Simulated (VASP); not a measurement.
# CaO (Fm-3m) in VASP: further runs, part 2 of 2

VASP 6.6.1. Earlier steps stand in the parts before.

### Step 4. Relaxation of cell and atoms, LDA

INCAR reads:

```
  PREC = Accurate
  ENCUT = 600
  EDIFF = 1E-6
  ISMEAR = 0
  SIGMA = 0.02
  LREAL = F
  LASPH = T
  NELM = 60
  ALGO = Normal
  ISIF = 3
  LWAVE = F
  LCHARG = F
  IBRION = 2
  NSW = 100
  EDIFFG = -0.002
```

KPOINTS reads:

```
Automatic mesh
0
Gamma
  8 8 8
```

POSCAR reads:

```
CaO
1.0
    0.0000000000      2.3538798960      2.3538798960
    2.3538798960      0.0000000000      2.3538798960
    2.3538798960      2.3538798960      0.0000000000
Ca O
1 1
Direct
    0.0000000000      0.0000000000      0.0000000000
    0.5000000000      0.5000000000      0.5000000000
```

Potentials or basis: VASP PAW LDA potentials, release 64 (Ca_sv, O).

On the command line:

```console
$ cat potpaw_LDA.64/Ca_sv/POTCAR potpaw_LDA.64/O/POTCAR > POTCAR
$ mpirun -np 1 vasp_std > vasp.out
```

OUTCAR:

```text
PREC = Accurate
   ENCUT = 600
   EDIFF = 1E-6
   ISMEAR = 0
   LREAL = F
   LASPH = T
   NELM = 60
   ISIF = 3
   IBRION = 2
   NSW = 100
   EDIFFG = -0.002

 ion  position               nearest neighbor table
   1  0.000  0.000  0.000-   2 2.35   2 2.35   2 2.35   2 2.35   2 2.35   2 2.35
   2  0.500  0.500  0.500-   1 2.35   1 2.35   1 2.35   1 2.35   1 2.35   1 2.35

  LATTYP: Found a face centered cubic cell.
 ALAT       =     4.7077597920

  Lattice vectors:

 A1 = (   0.0000000000,   2.3538798960,   2.3538798960)
 A2 = (   2.3538798960,   0.0000000000,   2.3538798960)
 A3 = (   2.3538798960,   2.3538798960,   0.0000000000)

Analysis of symmetry for initial positions (statically):
=====================================================================
 Subroutine PRICEL returns:
 Original cell was already a primitive cell.

[... 265 lines left out ...]
      5     -12.9727      2.00000
      6       2.3449      2.00000
      7       2.3449      2.00000
      8       2.3449      2.00000
      9       7.3722      0.00000
     10       8.5800      0.00000
     11       8.5800      0.00000
     12       8.5800      0.00000
[... 331 lines left out ...]
 k-point    24 :      -0.3750    0.2500    0.1250
  band No.  band energies     occupation
      1     -34.3366      2.00000
      2     -16.6581      2.00000
      3     -15.8071      2.00000
      4     -15.6602      2.00000
      5     -11.8257      2.00000
      6       0.1533      2.00000
      7       1.1410      2.00000
      8       1.1854      2.00000
      9       9.2011      0.00000
     10       9.2710      0.00000
     11      11.3910      0.00000
     12      11.6849      0.00000

 [... further k-points ...]

------------------------ aborting loop because EDIFF is reached ----------------------------------------

  FORCE on cell =-STRESS in cart. coord.  units (eV):
  Direction    XX          YY          ZZ          XY          YZ          ZX
  --------------------------------------------------------------------------------------
  -------------------------------------------------------------------------------------
  Total       -0.0025694     -0.0025694     -0.0025694      0.0000000      0.0000000     -0.0000000
  in kB       -0.1567878     -0.1567878     -0.1567878      0.0000000      0.0000000     -0.0000000
  external PRESSURE =      -0.1567878 kB  Pullay stress =       0.0000000 kB
[... 17 lines left out ...]
  FREE ENERGIE OF THE ION-ELECTRON SYSTEM (eV)
  ---------------------------------------------------
  free  energy   TOTEN  =       -14.2234954925 eV

  energy  without entropy=      -14.2234954925  energy(sigma->0) =      -14.22349549

 reached required accuracy - stopping structural energy minimisation
```

OSZICAR:

```text
N       E                     dE             d eps       ncg     rms          rms(c)
DAV:   1     0.139881163407E+03    0.13988E+03   -0.95882E+03   696   0.153E+03
[... 23 lines left out ...]
       N       E                     dE             d eps       ncg     rms          rms(c)
DAV:   1    -0.142246805628E+02   -0.12964E-02   -0.30358E-02   748   0.215E+00    0.233E-01
DAV:   2    -0.142236886945E+02    0.99187E-03   -0.37637E-03   760   0.609E-01    0.896E-02
DAV:   3    -0.142235049277E+02    0.18377E-03   -0.48146E-04  1160   0.292E-01    0.348E-02
DAV:   4    -0.142234856651E+02    0.19263E-04   -0.16845E-04  1080   0.121E-01    0.114E-02
DAV:   5    -0.142234867628E+02   -0.10976E-05   -0.15108E-06   792   0.148E-02    0.105E-02
DAV:   6    -0.142234949606E+02   -0.81978E-05   -0.10387E-05  1076   0.196E-02    0.441E-03
DAV:   7    -0.142234954925E+02   -0.53195E-06   -0.52619E-07   492   0.897E-03
   3 F= -.14223495E+02 E0= -.14223495E+02  d E =-.446942E-03
```

It took 32 s on 1 thread of AMD EPYC 7R13, shared host; peak memory 0.13 GiB.

Results:

* Free energy: -14.2235 eV
* Relaxed volume: 13.13 Å³/atom
* Relaxed cell: a = 3.336 Å, b = 3.336 Å, c = 3.336 Å, α = 60.00°, β = 60.00°, γ = 60.00°
* Space group after relaxing (to 0.1 Å): Fm-3m (No. 225)
* Energy gained by relaxing: 0.2 meV/atom
* Ionic steps: 3
* Pressure after relaxing: 0.0 GPa
* Band gap on the k mesh: 3.43 eV (least direct gap 3.79 eV)

Step by step:
```
step  energy change (eV)  largest force (eV/Å)  pressure (GPa)  volume (Å³)
   1              0.0000                0.0000            0.83        26.08
   2             -0.0003                0.0000           -0.42        26.34
   3             -0.0004                0.0000           -0.02        26.26
```

Final structure:
```yaml
crystal:
  lattice:
    - [0.00000, 2.35902, 2.35902]
    - [2.35902, 0.00000, 2.35902]
    - [2.35902, 2.35902, 0.00000]
  atoms:
    - { symbol: Ca, position: [0.00000, 0.00000, 0.00000] }
    - { symbol: O, position: [0.50000, 0.50000, 0.50000] }
```

Levels at points of the mesh, in eV from the valence-band top:
| k point | band 4 | band 5 | band 6 | band 7 | band 8 | band 9 | band 10 | band 11 | band 12 |
| --- | --- | --- | --- | --- | --- | --- | --- | --- | --- |
| (0.00, 0.00, 0.00) | -17.85 | -15.32 | 0.00 | 0.00 | 0.00 | 5.03 | 6.24 | 6.24 | 6.24 |
| (0.50, 0.00, 0.00) | -17.91 | -13.81 | -2.85 | -1.35 | -1.35 | 7.21 | 8.61 | 8.61 | 8.74 |
| (0.50, 0.50, 0.00) | -18.14 | -15.07 | -1.27 | -0.36 | -0.36 | 3.43 | 8.44 | 9.19 | 9.92 |

A k mesh can miss the band edges.

### Step 5. Relaxation of cell and atoms, LDA

This run uses another cell than the first one, of 14.77 Å³/atom.

INCAR reads:

```
SYSTEM = CaO
PREC = Accurate
ENCUT = 600
EDIFF = 1E-6
ISMEAR = 0
SIGMA = 0.1
LREAL = .False.
LASPH = .True.
NELM = 100
ALGO = Normal
ISIF = 3
LWAVE = .False.
LCHARG = .False.
IBRION = 2
NSW = 100
EDIFFG = -0.05
```

KPOINTS reads:

```
Automatic mesh
0
Gamma
  8 8 8
  0 0 0
```

POSCAR reads:

```
CaO
1.0
    0.0000000000      2.4535000000      2.4535000000
    2.4535000000      0.0000000000      2.4535000000
    2.4535000000      2.4535000000      0.0000000000
Ca O
1 1
Direct
    0.0000000000      0.0000000000      0.0000000000
    0.5000000000      0.5000000000      0.5000000000
```

Potentials or basis: VASP PAW LDA potentials, release 64 (Ca_sv, O).

On the command line:

```console
$ cat potpaw_LDA.64/Ca_sv/POTCAR potpaw_LDA.64/O/POTCAR > POTCAR
$ mpirun -np 1 vasp_std > vasp.out
```

OUTCAR:

```text
SYSTEM = CaO
   PREC = Accurate
   ENCUT = 600
   EDIFF = 1E-6
   ISMEAR = 0
   LREAL = .False.
   LASPH = .True.
   NELM = 100
   ISIF = 3
   IBRION = 2
   NSW = 100
   EDIFFG = -0.05

 ion  position               nearest neighbor table
   1  0.000  0.000  0.000-   2 2.45   2 2.45   2 2.45   2 2.45   2 2.45   2 2.45
   2  0.500  0.500  0.500-   1 2.45   1 2.45   1 2.45   1 2.45   1 2.45   1 2.45

  LATTYP: Found a face centered cubic cell.
 ALAT       =     4.9070000000

  Lattice vectors:

 A1 = (   0.0000000000,   2.4535000000,   2.4535000000)
 A2 = (   2.4535000000,   0.0000000000,   2.4535000000)
 A3 = (   2.4535000000,   2.4535000000,   0.0000000000)

Analysis of symmetry for initial positions (statically):
=====================================================================
 Subroutine PRICEL returns:
[... 266 lines left out ...]
      4     -15.4958      2.00000
      5     -12.9705      2.00000
      6       2.3471      2.00000
      7       2.3471      2.00000
      8       2.3471      2.00000
      9       7.3794      0.00000
     10       8.5839      0.00000
     11       8.5839      0.00000
     12       8.5839      0.00000
[... 331 lines left out ...]
 k-point    24 :      -0.3750    0.2500    0.1250
  band No.  band energies     occupation
      1     -34.3318      2.00000
      2     -16.6553      2.00000
      3     -15.8026      2.00000
      4     -15.6555      2.00000
      5     -11.8220      2.00000
      6       0.1546      2.00000
      7       1.1425      2.00000
      8       1.1868      2.00000
      9       9.2055      0.00000
     10       9.2757      0.00000
     11      11.3965      0.00000
     12      11.6915      0.00000

 [... further k-points ...]

------------------------ aborting loop because EDIFF is reached ----------------------------------------

  FORCE on cell =-STRESS in cart. coord.  units (eV):
  Direction    XX          YY          ZZ          XY          YZ          ZX
  --------------------------------------------------------------------------------------
  -------------------------------------------------------------------------------------
  Total        0.0015443      0.0015443      0.0015443      0.0000000      0.0000000     -0.0000000
  in kB        0.0942842      0.0942842      0.0942842      0.0000000      0.0000000     -0.0000000
  external PRESSURE =       0.0942842 kB  Pullay stress =       0.0000000 kB
[... 17 lines left out ...]
  FREE ENERGIE OF THE ION-ELECTRON SYSTEM (eV)
  ---------------------------------------------------
  free  energy   TOTEN  =       -14.2295251095 eV

  energy  without entropy=      -14.2295251095  energy(sigma->0) =      -14.22952511

 reached required accuracy - stopping structural energy minimisation
```

Run time: 40 s. Hardware: 1 thread of AMD EPYC 7R13, shared host; peak memory 0.13 GiB.

What came out:

- Free energy: -14.2295 eV
- Relaxed volume: 13.12 Å³/atom
- Relaxed cell: a = 3.336 Å, b = 3.336 Å, c = 3.336 Å, α = 60.00°, β = 60.00°, γ = 60.00°
- Space group after relaxing (to 0.1 Å): Fm-3m (No. 225)
- Energy gained by relaxing: 67.1 meV/atom
- Ionic steps: 3
- Pressure after relaxing: 0.0 GPa
- Band gap on the k mesh: 3.43 eV (least direct gap 3.79 eV)

Step by step:
```csv
step,energy change (eV),largest force (eV/Å),pressure (GPa),volume (Å³)
1,0.0000,0.0000,-11.72,29.54
2,-0.1145,0.0000,6.01,25.16
3,-0.1342,0.0000,0.01,26.24
```

Final structure:
```
CELL_PARAMETERS angstrom
0.00000 2.35863 2.35863
2.35863 0.00000 2.35863
2.35863 2.35863 0.00000
ATOMIC_POSITIONS crystal
Ca 0.00000 0.00000 0.00000
O 0.50000 0.50000 0.50000
```

Levels at points of the mesh, in eV from the valence-band top:
```tsv
k point	band 5	band 6	band 7	band 8	band 9	band 10	band 11	band 12
(0.00, 0.00, 0.00)	-15.32	0.00	0.00	0.00	5.03	6.24	6.24	6.24
(0.50, 0.00, 0.00)	-13.81	-2.85	-1.35	-1.35	7.22	8.61	8.61	8.75
(0.50, 0.50, 0.00)	-15.07	-1.27	-0.36	-0.36	3.43	8.45	9.20	9.92
```

### Step 6. Summary

| task | cell | cutoff (eV) | smearing | gap on the mesh (eV) | pressure (GPa) | relaxed volume (Å³/atom) |
| --- | --- | --- | --- | --- | --- | --- |
| single point | a = 3.329 Å, angles 60.0°, 2 atoms | 520 | gaussian 0.1 eV | 3.42 | 1.0 | - |
| single point | a = 3.329 Å, angles 60.0°, 2 atoms | 520 | gaussian 0.02 eV | 3.42 | 1.0 | - |
| relaxation of cell and atoms | relaxed from a = 3.329 Å, angles 60.0°, 2 atoms | 600 | gaussian 0.02 eV | 3.43 | 0.0 | 13.13 |
| relaxation of cell and atoms | relaxed from a = 3.470 Å, angles 60.0°, 2 atoms | 600 | gaussian 0.1 eV | 3.43 | 0.0 | 13.12 |

Alike in all rows: level LDA; potentials or basis VASP PAW LDA potentials, release 64 (Ca_sv, O); no spin polarisation; k mesh 8 × 8 × 8.

Absolute energies hang on the potentials; compare differences alone.
